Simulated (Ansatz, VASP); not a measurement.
Two plane-wave programs on MgSi4N2

```
Mg Si N
1.0
    -3.60854    0.01483   -0.02032
    -1.76490   -3.28663    4.57057
    -1.79237    3.26028    4.54035
Mg Si N
1 4 2
Direct
  0.01789 0.99825 0.99284
  0.34388 0.86191 0.48135
  0.66481 0.12827 0.51991
  0.30920 0.49014 0.87120
  0.65925 0.50514 0.13033
  0.50497 0.21965 0.78487
  0.50000 0.79665 0.21951
```

Change from the starting cell: cell x1, atoms moved at random (sigma 0.05 Å) and cell strained at random (1.5 %), then relaxed without symmetry.

Alike in both runs: task relaxation of cell and atoms; functional PBE; k mesh 6 × 6 × 6; occupations gaussian, width 0.2 eV; no spin polarisation.

```csv
,VASP,Ansatz
version,VASP 6.6.1,Ansatz 0.2.0
potentials or method,"VASP PAW PBE potentials, release 64 (Mg, Si, N), cutoff 600 eV","scalar-relativistic, plane waves, PAW"
valence electrons in the cell,28,36
```

```tsv
	VASP	Ansatz	Ansatz less VASP
gap on the k mesh at the Fermi level, each at its own relaxed structure (eV)	none	none	-
relaxed volume (Å³/atom)	15.04	15.09	+0.049
relaxed length of the cell vector where the two differ most in proportion (Å)	5.855	5.869	+0.0140
```

A gap of «none» marks a metal or a gap that the smearing closes. VASP's potentials hold 28 valence electrons a cell and Ansatz's 36, so a difference there can come from the potentials and not from the codes.
